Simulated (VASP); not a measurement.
Write the native input for VASP 6.6.1 that does the following.

```yaml
Task: single point
Functional: PBEsol
Potentials_or_basis: VASP PAW PBE potentials, release 64 (Al)
Cutoff: 520 eV
k_mesh: 20 × 20 × 20
Occupations: gaussian, width 0.15 eV
Spin: no spin polarisation
Dipole_correction: no
Further_INCAR_settings: ALGO = Normal; EDIFF = 1e-06; NBANDS = 8
```

The structure of Al lies in POSCAR:

```
Al
1.0
   -1.5912186900      1.5912186900      1.6150869704
    1.5912186900     -1.5912186900      1.6150869704
    1.5912186900      1.5912186900     -1.6150869704
Al
1
Direct
    0.0000000000      0.0000000000      0.0000000000
```

This cell differs from its parent crystal: strain +0.000 along x and y, +0.015 along z.

The input as run:

INCAR

```
SYSTEM = Al
PREC = Accurate ; ENCUT = 520
EDIFF = 1E-6 ; ISMEAR = 0
SIGMA = 0.15 ; LREAL = .False.
LASPH = .True. ; NELM = 100
ALGO = Normal ; ISIF = 2
LWAVE = .False. ; LCHARG = .True.
GGA = PS ; LELF = .True.
LVHAR = .True. ; NBANDS = 8
```

KPOINTS

```
regular mesh
0
Gamma
  20 20 20
  0 0 0
```

Potentials or basis: VASP PAW PBE potentials, release 64 (Al).

Run with:

```sh
$ cat potpaw_PBE.64/Al/POTCAR > POTCAR
$ mpirun -np 1 vasp_std > vasp.out
```

It gave:

| Item | Value |
| --- | --- |
| Pressure | 1.1 GPa |
| Band gap on the k mesh | zero (an odd number of electrons rules out a gap without spin polarisation) |

Caveat: the cell differs from its parent crystal (strain +0.000 along x and y, +0.015 along z); the PAW data sets were made with another functional, which shifts forces and pressure a little.

Run time: 36 s on 1 thread of Intel Xeon 8259CL, with other jobs on the host, peak memory 0.19 GiB.
